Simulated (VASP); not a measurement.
MgO, 2 atoms in the cell. Symmetry: I4mm, No. 107, tetragonal system. Conventional cell: a = 3.033 Å, b = 3.033 Å, c = 4.290 Å, α = 90.00°, β = 90.00°, γ = 90.00°. Mg (site symmetry 4mm) has 6 O at 1.93 to 2.36 Å within 2.6 Å. O (site symmetry 4mm) has 6 Mg at 1.93 to 2.36 Å within 2.6 Å.  This cell differs from its parent crystal: atoms displaced along a vibrational mode, the cell strained.

| Property | Result |
| --- | --- |
| Program | VASP 6.6.1 |
| Task | single point |
| Functional | PBE |
| Potentials or basis | VASP PAW PBE potentials, release 64 (Mg_sv, O) |
| Cutoff | 840 eV |
| k mesh | 10 × 10 × 10 |
| Occupations | gaussian, width 0.05 eV |
| Spin | no spin polarisation |
| Dipole correction | no |
| Further INCAR settings | ALGO = Normal; EDIFF = 1e-06; NBANDS = 15 |

Potentials or basis: VASP PAW PBE potentials, release 64 (Mg_sv, O).

The run is started by

```bash
$ cat potpaw_PBE.64/Mg_sv/POTCAR potpaw_PBE.64/O/POTCAR > POTCAR
$ mpirun -np 1 vasp_std > vasp.out
```

Hardware: 1 thread of Intel(R) Xeon(R) Platinum 8375C CPU @ 2.90GHz (Ice Lake), on a shared host.

Estimate the wall time of this run.

It took 44 s on 1 thread of Intel(R) Xeon(R) Platinum 8375C CPU @ 2.90GHz (Ice Lake), on a shared host, peak memory 0.2 GiB. Counts: scf iterations 12, k points 102.
